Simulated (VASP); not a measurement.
The system is Pt.

```xyz
1
Lattice="0.0000 1.9609 1.9609 1.9609 0.0000 1.9609 1.9609 1.9609 0.0000" Properties=species:S:1:pos:R:3 pbc="T T T"
Pt    0.0000    0.0000    0.0000
```

Base run:

```yaml
Program: VASP 6.6.1
Functional: PBEsol
Potentials_or_basis: VASP PAW PBE potentials, release 64 (Pt)
Cutoff: 520 eV
k_mesh: 9 × 9 × 9
Occupations: fermi-dirac, width 0.05 eV
Spin: non-collinear spin, zero start, spin-orbit coupling
Starting_moments: "[[0.0, 0.0, 0.0]] μB"
```

Its results: pressure -0.9 GPa; net moment 0.00 μB per cell.

Problem. The run is repeated on the same cell with these changes: k mesh from 9 × 9 × 9 to 12 × 12 × 12; further incar settings from ALGO = Fast; EDIFF = 1e-07; NBANDS = 21 to ALGO = Fast; EDIFF = 1e-06; NBANDS = 21. What comes out?

Solution. Pressure -0.5 GPa; net moment 0.00 μB per cell.

Caveats: the PAW data sets were made with another functional, which shifts forces and pressure a little.
